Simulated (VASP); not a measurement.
# Nb3Br2 (R-3c) in VASP: further runs, part 2 of 2

VASP 6.6.1. The steps go on from the part before.

## (3) Relaxation of cell and atoms, PBE

This run uses another cell than the first one, of 21.76 Å³/atom.

Input file INCAR:

```
PREC = Accurate ; ENCUT = 600
EDIFF = 1E-6 ; ISMEAR = 0
SIGMA = 0.1 ; LREAL = False
LASPH = True ; NELM = 80
ALGO = Normal ; ISIF = 3
LWAVE = False ; LCHARG = False
GGA = PE ; IBRION = 2
NSW = 90 ; EDIFFG = -0.04
```

Input file KPOINTS:

```
regular mesh
0
Gamma
  3 3 3
```

Input file POSCAR:

```
Nb3Br2
1.0
    3.2560131125      1.8798600470      5.9264328222
   -3.2560131125      1.8798600470      5.9264328222
    0.0000000000     -3.7597200941      5.9264328222
Nb Br
6 4
Direct
    0.0562500000      0.4437500000      0.7500000000
    0.7500000000      0.0562500000      0.4437500000
    0.4437500000      0.7500000000      0.0562500000
    0.9437500000      0.5562500000      0.2500000000
    0.2500000000      0.9437500000      0.5562500000
    0.5562500000      0.2500000000      0.9437500000
    0.8521800000      0.8521800000      0.8521800000
    0.6478200000      0.6478200000      0.6478200000
    0.1478200000      0.1478200000      0.1478200000
    0.3521800000      0.3521800000      0.3521800000
```

Potentials or basis: VASP PAW PBE potentials, release 64 (Nb_sv, Br).

Started as:

```console
$ cat potpaw_PBE.64/Nb_sv/POTCAR potpaw_PBE.64/Br/POTCAR > POTCAR
$ mpirun -np 1 vasp_std > vasp.out
```

OUTCAR:

```text
PREC = Accurate
   ENCUT = 600
   EDIFF = 1E-6
   ISMEAR = 0
   LREAL = False
   LASPH = True
   NELM = 80
   ISIF = 3
   GGA = PE
   IBRION = 2
   NSW = 90
   EDIFFG = -0.04

 ion  position               nearest neighbor table
   1  0.056  0.444  0.750-   9 2.54  10 2.54   7 2.70   8 2.70
   2  0.750  0.056  0.444-  10 2.54   9 2.54   8 2.70   7 2.70
   3  0.444  0.750  0.056-   9 2.54  10 2.54   7 2.70   8 2.70
   4  0.944  0.556  0.250-   7 2.54   8 2.54   9 2.70  10 2.70
   5  0.250  0.944  0.556-   8 2.54   7 2.54  10 2.70   9 2.70
   6  0.556  0.250  0.944-   7 2.54   8 2.54   9 2.70  10 2.70
   7  0.852  0.852  0.852-   6 2.54   5 2.54   4 2.54   1 2.70   3 2.70   2 2.70
   8  0.648  0.648  0.648-   5 2.54   6 2.54   4 2.54   1 2.70   2 2.70   3 2.70
   9  0.148  0.148  0.148-   3 2.54   2 2.54   1 2.54   4 2.70   6 2.70   5 2.70
  10  0.352  0.352  0.352-   2 2.54   3 2.54   1 2.54   4 2.70   5 2.70   6 2.70

  LATTYP: Found a trigonal (rhomboedric) cell.
 ALAT       =     7.0184115853
 COS(alpha) =     0.5695481095

  Lattice vectors:

 A1 = (   3.2560131125,   1.8798600470,   5.9264328222)
 A2 = (  -3.2560131125,   1.8798600470,   5.9264328222)
 A3 = (   0.0000000000,  -3.7597200941,   5.9264328222)

Analysis of symmetry for initial positions (statically):
=====================================================================
 Subroutine PRICEL returns:
 Original cell was already a primitive cell.

 Routine SETGRP: Setting up the symmetry group for a
[... 178 lines left out ...]
  external PRESSURE =     -56.9600711 kB  Pullay stress =       0.0000000 kB
[... 113 lines left out ...]
  FREE ENERGIE OF THE ION-ELECTRON SYSTEM (eV)
  ---------------------------------------------------
  free  energy   TOTEN  =       -57.2234320996 eV

  energy  without entropy=      -57.1579139497  energy(sigma->0) =      -57.19067302

 E-fermi :  10.0863     XC(G=0): -11.6505

 val. band max:       10.0780004420   @ k =  -0.3333   0.3333   0.0000
 cond. band min:      10.1618994109   @ k =  -0.3333   0.3333   0.0000
 fundamental gap:      0.0838989689
 Fermi energy:        10.0862599075

 k-point     1 :       0.0000    0.0000    0.0000
  band No.  band energies     occupation
      1     -45.0866      2.00000
      2     -45.0402      2.00000
      3     -45.0402      2.00000
      4     -45.0123      2.00000
      5     -44.9982      2.00000
      6     -44.9982      2.00000
[... 385 lines left out ...]
     62      11.7733      0.00000
     63      11.8570      0.00000

[... ionic steps 4 to 28 ...]

--------------------------------------- Ionic step       29  -------------------------------------------

 number of electron     106.0000002 magnetization

------------------------ aborting loop because EDIFF is reached ----------------------------------------
[... 83 lines left out ...]
--------------------------------------- Ionic step       31  -------------------------------------------

 number of electron     106.0000001 magnetization

 Free energy of the ion-electron system (eV)
  ---------------------------------------------------
  ext. energy  EPLUGINS =         0.00000000
  ---------------------------------------------------
  free energy    TOTEN  =       -61.80910013 eV

  energy without entropy =      -61.76662971  energy(sigma->0) =      -61.78786492

 E-fermi :   9.9023     XC(G=0): -11.5639

 val. band max:        9.8928361896   @ k =  -0.3333   0.3333   0.0000
 cond. band min:       9.9865418940   @ k =  -0.3333   0.3333   0.3333
 fundamental gap:      0.0937057043
 Fermi energy:         9.9022633218

 k-point     1 :       0.0000    0.0000    0.0000
  band No.  band energies     occupation
      1     -45.3136      2.00000
      2     -45.2599      2.00000
      3     -45.2599      2.00000
      4     -45.2472      2.00000
      5     -45.2205      2.00000
      6     -45.2205      2.00000
[... 422 lines left out ...]
  FREE ENERGIE OF THE ION-ELECTRON SYSTEM (eV)
  ---------------------------------------------------
  free  energy   TOTEN  =       -61.8091001291 eV

  energy  without entropy=      -61.7666297137  energy(sigma->0) =      -61.78786492

 reached required accuracy - stopping structural energy minimisation
```

It took 71 min on 1 thread of AMD EPYC 7R43 (Zen 3), shared host; peak memory 0.46 GiB.

Results:

- Free energy: -61.8091 eV
- Relaxed volume: 19.24 Å³/atom
- Relaxed cell: a = 6.131 Å, b = 6.131 Å, c = 6.131 Å, α = 68.56°, β = 68.56°, γ = 68.56°
- Space group after relaxing (to 0.1 Å): R-3c (No. 167)
- Energy gained by relaxing: 486.7 meV/atom
- Ionic steps: 31
- Pressure after relaxing: -0.1 GPa
- Largest force after relaxing: 0.015 eV/Å
- Band gap on the k mesh: zero (bands 53 and 54 overlap by 0.35 eV)

Forces on the atoms (eV/Å):
```
Nb   0.015  0.000  0.000
Nb  -0.008  0.013  0.000
Nb  -0.008 -0.013  0.000
Nb  -0.015  0.000  0.000
Nb   0.008 -0.013  0.000
Nb   0.008  0.013  0.000
Br   0.000  0.000 -0.004
Br   0.000  0.000  0.004
Br   0.000  0.000  0.004
Br   0.000  0.000 -0.004
```

Step by step:
```tsv
step	energy change (eV)	largest force (eV/Å)	pressure (GPa)	volume (Å³)
1	0.0000	0.4482	-5.70	217.65
2	-0.0846	0.3861	7.34	194.16
3	-0.2812	0.3944	0.61	204.27
4	-0.3956	0.5558	0.70	203.94
5	-0.7637	1.5167	1.45	202.62
6	-1.0431	3.5641	6.32	198.46
7	-1.0515	3.5799	6.32	198.49
8	-1.0758	3.6288	6.33	198.58
9	-1.1206	3.7278	6.35	198.75
10	-1.1899	3.9262	6.47	199.05
11	-1.2361	4.3088	7.05	199.48
12	-1.3888	4.1879	6.23	200.23
13	-1.8018	3.8360	3.93	202.47
14	-2.4357	3.1665	-0.13	206.91
15	-2.9857	1.8509	-6.27	215.54
16	-3.2471	1.7366	-5.88	212.75
17	-3.9070	1.2972	-4.22	204.54
18	-4.3786	0.3019	2.07	188.75
19	-4.4029	0.3946	0.23	192.20
20	-4.4054	0.3747	0.61	191.41
21	-4.5375	0.2291	0.09	191.54
22	-4.7613	0.2372	-0.72	191.72
23	-4.7752	0.4036	-0.72	191.70
24	-4.8100	0.3287	0.47	190.26
25	-4.8164	0.2743	1.29	189.33
26	-4.8435	0.1639	0.26	191.32
27	-4.8484	0.2272	-0.29	192.52
28	-4.8583	0.1740	-0.07	192.25
29	-4.8655	0.0594	0.39	191.71
30	-4.8660	0.0562	-0.40	192.95
31	-4.8669	0.0152	-0.05	192.39
```

Final structure:
```
Nb Br
1.0
     3.45313    1.99367    4.65761
    -3.45313    1.99367    4.65761
     0.00000   -3.98733    4.65761
Nb Br
6 4
Direct
  0.00443 0.49557 0.75000
  0.75000 0.00443 0.49557
  0.49557 0.75000 0.00443
  0.99557 0.50443 0.25000
  0.25000 0.99557 0.50443
  0.50443 0.25000 0.99557
  0.89504 0.89504 0.89504
  0.60496 0.60496 0.60496
  0.10496 0.10496 0.10496
  0.39504 0.39504 0.39504
```

Levels at points of the mesh, in eV from the Fermi level:
```
           k point  band 50  band 51  band 52  band 53  band 54  band 55  band 56  band 57
(0.00, 0.00, 0.00)    -1.13    -1.13    -0.90     0.26     0.26     0.29     0.70     0.91
```

Caveat: the k points lie up to 0.38 Å⁻¹ apart in the final cell.
